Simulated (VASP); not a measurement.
# ZnCd3Te4 (P-4m2) in VASP: single point with PBE

Aim: the single point of ZnCd3Te4 with PBE.

Program: VASP 6.6.1. These are calculated values, not measurements. Logs are shortened: lines on timing, memory, paths and dates and some standing lists are left out, and cuts for length are marked.

### 1 The cell of the first run

The structure is tetragonal, space group P-4m2 (No. 115). Conventional cell: a = 4.596 Å, b = 4.596 Å, c = 13.060 Å, α = 90.00°, β = 90.00°, γ = 90.00°. Zn (site symmetry -4m2) has 4 Te at 2.72 Å within 3.6 Å. Cd (site symmetry 2mm) has 4 Te at 2.85 to 2.86 Å within 3.8 Å. Cd (site symmetry -4m2) has 4 Te at 2.85 Å within 3.8 Å. Te (site symmetry 2mm) has 4 Cd at 2.85 Å within 3.8 Å. Te (site symmetry 2mm) has 2 Zn at 2.72 Å and 2 Cd at 2.86 Å within 3.6 Å.

### 2 Single point, PBE

The input, INCAR:

```
SYSTEM = ZnCd3Te4
PREC = Accurate
ENCUT = 520
EDIFF = 1E-6
ISMEAR = 0
SIGMA = 0.02
LREAL = .FALSE.
LASPH = .TRUE.
NELM = 60
ALGO = Normal
ISIF = 2
LWAVE = .FALSE.
LCHARG = .FALSE.
GGA = PE
NBANDS = 46
```

The input, KPOINTS:

```
Automatic mesh
0
G
  6 6 2
  0 0 0
```

The input, POSCAR:

```
ZnCd3Te4
1.0
    4.5958891948      0.0000000000      0.0000000000
    0.0000000000      4.5958891948      0.0000000000
    0.0000000000      0.0000000000     13.0604632987
Zn Cd Te
1 3 4
Direct
    0.0000000000      0.0000000000      0.0000000000
    0.5000000000      0.5000000000      0.7589548581
    0.0000000000      0.0000000000      0.5000000000
    0.5000000000      0.5000000000      0.2410451419
    0.5000000000      0.0000000000      0.6294935973
    0.0000000000      0.5000000000      0.3705064027
    0.5000000000      0.0000000000      0.1109905604
    0.0000000000      0.5000000000      0.8890094396
```

Potentials or basis: VASP PAW PBE potentials, release 64 (Zn, Cd, Te).

The run is started by

```console
$ cat potpaw_PBE.64/Zn/POTCAR potpaw_PBE.64/Cd/POTCAR potpaw_PBE.64/Te/POTCAR > POTCAR
$ mpirun -np 1 vasp_std > vasp.out
```

OUTCAR:

```text
SYSTEM = ZnCd3Te4
   PREC = Accurate
   ENCUT = 520
   EDIFF = 1E-6
   ISMEAR = 0
   LREAL = .FALSE.
   LASPH = .TRUE.
   NELM = 60
   ISIF = 2
   GGA = PE

 ion  position               nearest neighbor table
   1  0.000  0.000  0.000-   7 2.72   8 2.72   8 2.72   7 2.72
   2  0.500  0.500  0.759-   5 2.85   5 2.85   8 2.86   8 2.86
   3  0.000  0.000  0.500-   5 2.85   6 2.85   6 2.85   5 2.85
   4  0.500  0.500  0.241-   6 2.85   6 2.85   7 2.86   7 2.86
   5  0.500  0.000  0.629-   2 2.85   2 2.85   3 2.85   3 2.85
   6  0.000  0.500  0.371-   4 2.85   4 2.85   3 2.85   3 2.85
   7  0.500  0.000  0.111-   1 2.72   1 2.72   4 2.86   4 2.86
   8  0.000  0.500  0.889-   1 2.72   1 2.72   2 2.86   2 2.86

  LATTYP: Found a simple tetragonal cell.
 ALAT       =     4.5958891948
 C/A-ratio  =     2.8417707097

  Lattice vectors:

 A1 = (   4.5958891948,   0.0000000000,   0.0000000000)
 A2 = (   0.0000000000,   4.5958891948,   0.0000000000)
 A3 = (   0.0000000000,   0.0000000000,  13.0604632987)

Analysis of symmetry for initial positions (statically):
=====================================================================
 Subroutine PRICEL returns:
 Original cell was already a primitive cell.

 Routine SETGRP: Setting up the symmetry group for a
 simple tetragonal supercell.

 Subroutine GETGRP returns: Found  8 space group operations
 (whereof  8 operations were pure point group operations)
 out of a pool of 16 trial point group operations.

The static configuration has the point symmetry D_2d.

Analysis of symmetry for dynamics (positions and initial velocities):
=====================================================================
 Subroutine PRICEL returns:
 Original cell was already a primitive cell.

 Routine SETGRP: Setting up the symmetry group for a
 simple tetragonal supercell.

 Subroutine GETGRP returns: Found  8 space group operations
 (whereof  8 operations were pure point group operations)
 out of a pool of 16 trial point group operations.

The dynamic configuration has the point symmetry D_2d.

 Subroutine INISYM returns: Found  8 space group operations
 (whereof  8 operations are pure point group operations),
 and found     1 'primitive' translations

----------------------------------------------------------------------------------------

                                     Primitive cell

  volume of cell :     275.8657

[... 100 lines left out ...]
   NFREE  =      0    steps in history (QN), initial steepest desc. (CG)
   ISIF   =      2    stress and relaxation
   ISYM   =      2    0-nonsym 1-usesym 2-fastsym
   POTIM  = 0.5000    time-step for ionic-motion
   TEBEG  =    0.0;   TEEND  =   0.0 temperature during run
   PSTRESS=    0.0 pullay stress
   NELECT =      72.0000    total number of electrons
   NUPDOWN=      -1.0000    fix difference up-down
   EMIN   =  10.00;   EMAX   =-10.00  energy-range for DOS
   EFERMI =   0.00;   METHOD = LEGACY
   ISMEAR =     0;   SIGMA  =   0.02  broadening in eV -4-tet -1-fermi 0-gaus
   EFERMI_NEDOS =   21; number of points for ismear=-14 and -15
   IALGO  =     38    algorithm
   IMIX   =      4    mixing-type and parameters
     AMIX     =   0.40;   BMIX     =  1.00
     AMIX_MAG =   1.60;   BMIX_MAG =  1.00
  volume/ion in A,a.u.               =      34.48       232.70
  Fermi-wavevector in a.u.,A,eV,Ry     =   1.046212  1.977054 14.892392  1.094560
  Thomas-Fermi vector in A             =   2.181041
   LORBIT       =      0    0 simple, 1 ext, 2 COOP (PROOUT), +10 PAW based schemes
   GGA     = PE    functional components
   LHFCALC =     F    Hartree Fock is set to
   AEXX    =    0.0000 exact exchange contribution
   IVDW    =     0    specifies the selected vdW correction
   LEPSILON=     F    determine dielectric tensor
   LRPA    =     F    only Hartree local field effects (RPA)
 non-spin polarized calculation
 Gauss-broadening in eV      SIGMA  =   0.02
  energy-cutoff  :      520.00
  volume of cell :      275.87
 maximum number of plane-waves:      7471
 NGX is ok and might be reduce to    36
   NGX = 17   NGY = 17   NGZ = 49

 number of electron      71.9999981 magnetization

 Free energy of the ion-electron system (eV)
  ---------------------------------------------------
  ext. energy  EPLUGINS =         0.00000000
  ---------------------------------------------------
  free energy    TOTEN  =       -19.54692999 eV

  energy without entropy =      -19.54692999  energy(sigma->0) =      -19.54692999

 E-fermi :   2.1696     XC(G=0):  -8.4240

 val. band max:        2.0560595697   @ k =   0.0000   0.0000   0.0000
 cond. band min:       2.6921450298   @ k =   0.0000   0.0000   0.0000
 fundamental gap:      0.6360854601
 Fermi energy:         2.1695951134

 k-point     1 :       0.0000    0.0000    0.0000
  band No.  band energies     occupation
      1      -9.0001      2.00000
      2      -8.7016      2.00000
      3      -8.6011      2.00000
      4      -8.3470      2.00000
      5      -6.0710      2.00000
      6      -6.0710      2.00000
[... 969 lines left out ...]
     45       9.2967      0.00000
     46       9.2971      0.00000

------------------------ aborting loop because EDIFF is reached ----------------------------------------

  FORCE on cell =-STRESS in cart. coord.  units (eV):
  Direction    XX          YY          ZZ          XY          YZ          ZX
  --------------------------------------------------------------------------------------
  -------------------------------------------------------------------------------------
  Total        0.1279607      0.1279607      0.1815711      0.0000000      0.0000000      0.0000000
  in kB        0.7431725      0.7431725      1.0545317      0.0000000      0.0000000      0.0000000
  external PRESSURE =       0.8469589 kB  Pullay stress =       0.0000000 kB

 VOLUME and BASIS-vectors are now :
 -----------------------------------------------------------------------------
  energy-cutoff  :      520.00
  volume of cell :      275.87
      direct lattice vectors                 reciprocal lattice vectors
     4.595889195  0.000000000  0.000000000     0.217585751  0.000000000  0.000000000
     0.000000000  4.595889195  0.000000000     0.000000000  0.217585751  0.000000000
     0.000000000  0.000000000 13.060463299     0.000000000  0.000000000  0.076566962

 POSITION                                       TOTAL-FORCE (eV/Angst)
 -----------------------------------------------------------------------------------
      0.00000      0.00000      0.00000        -0.000000     -0.000000      0.000000
      2.29794      2.29794      9.91230         0.000000     -0.000000     -0.000708
      0.00000      0.00000      6.53023        -0.000000      0.000000      0.000000
      2.29794      2.29794      3.14816        -0.000000     -0.000000      0.000708
      2.29794      0.00000      8.22148        -0.000000      0.000000     -0.000067
      0.00000      2.29794      4.83899        -0.000000     -0.000000      0.000067
      2.29794      0.00000      1.44959        -0.000000      0.000000     -0.012690
      0.00000      2.29794     11.61088        -0.000000     -0.000000      0.012690
 -----------------------------------------------------------------------------------
    total drift:                                0.000000      0.000000      0.000000

  FREE ENERGIE OF THE ION-ELECTRON SYSTEM (eV)
  ---------------------------------------------------
  free  energy   TOTEN  =       -19.5469299938 eV

  energy  without entropy=      -19.5469299938  energy(sigma->0) =      -19.54692999
```

OSZICAR:

```text
N       E                     dE             d eps       ncg     rms          rms(c)
DAV:   1     0.497693440615E+03    0.49769E+03   -0.31561E+04  1840   0.142E+03
DAV:   2     0.198225342673E+02   -0.47787E+03   -0.46151E+03  1920   0.340E+02
DAV:   3    -0.194133124568E+02   -0.39236E+02   -0.38842E+02  2144   0.992E+01
DAV:   4    -0.204094007573E+02   -0.99609E+00   -0.99436E+00  2128   0.142E+01
DAV:   5    -0.204325066647E+02   -0.23106E-01   -0.23105E-01  2266   0.209E+00    0.961E+00
DAV:   6    -0.195860906815E+02    0.84642E+00   -0.20755E+00  2332   0.137E+01    0.787E+00
DAV:   7    -0.195459637017E+02    0.40127E-01   -0.84631E-01  2078   0.417E+00    0.280E+00
DAV:   8    -0.195468802935E+02   -0.91659E-03   -0.55066E-02  2002   0.183E+00    0.105E+00
DAV:   9    -0.195465884788E+02    0.29181E-03   -0.55324E-03  2050   0.378E-01    0.478E-01
DAV:  10    -0.195467987171E+02   -0.21024E-03   -0.17994E-03  2152   0.175E-01    0.111E-01
DAV:  11    -0.195468848016E+02   -0.86084E-04   -0.24076E-04  2014   0.857E-02    0.328E-02
DAV:  12    -0.195469107819E+02   -0.25980E-04   -0.29614E-05  2010   0.274E-02    0.162E-02
DAV:  13    -0.195469279028E+02   -0.17121E-04   -0.23461E-05  1948   0.193E-02    0.147E-02
DAV:  14    -0.195469292730E+02   -0.13703E-05   -0.20037E-06  1608   0.591E-03    0.161E-03
DAV:  15    -0.195469299938E+02   -0.72078E-06   -0.35174E-07  1286   0.221E-03
   1 F= -.19546930E+02 E0= -.19546930E+02  d E =-.316713E-17
```

It took 6.7 min on 1 thread of Intel Xeon 8259CL, shared host; peak memory 0.49 GiB.

Results:

```yaml
Free_energy: -19.5469 eV
Pressure: 0.1 GPa
Largest_force: 0.013 eV/Å
Band_gap_on_the_k_mesh: 0.64 eV
```

Forces on the atoms (eV/Å):
```
Zn   0.000  0.000  0.000
Cd   0.000  0.000 -0.001
Cd   0.000  0.000  0.000
Cd   0.000  0.000  0.001
Te   0.000  0.000  0.000
Te   0.000  0.000  0.000
Te   0.000  0.000 -0.013
Te   0.000  0.000  0.013
```

Levels at points of the mesh, in eV from the valence-band top:
```tsv
k point	band 32	band 33	band 34	band 35	band 36	band 37	band 38	band 39	band 40	band 41
(0.00, 0.00, 0.00)	-0.92	-0.92	-0.06	0.00	0.00	0.64	2.28	2.60	2.91	3.05
(0.50, 0.00, 0.00)	-0.74	-0.73	-0.69	-0.64	-0.63	1.63	1.76	2.85	3.18	5.04
(0.50, 0.50, 0.00)	-2.07	-1.80	-1.75	-1.75	-1.72	2.46	2.66	2.66	2.66	4.05
(0.00, 0.00, 0.50)	-1.30	-0.40	-0.40	-0.29	-0.29	1.80	1.91	2.44	2.69	3.05
(0.50, 0.00, 0.50)	-1.28	-1.06	-0.69	-0.64	-0.64	2.13	2.44	2.46	2.53	4.81
(0.50, 0.50, 0.50)	-1.97	-1.97	-1.91	-1.88	-1.88	3.02	3.12	3.23	3.32	3.32
```

Caveat: semilocal functionals underestimate gaps, and a narrow one can read as zero; spin-orbit coupling is left out, which moves the levels of the heavy elements.
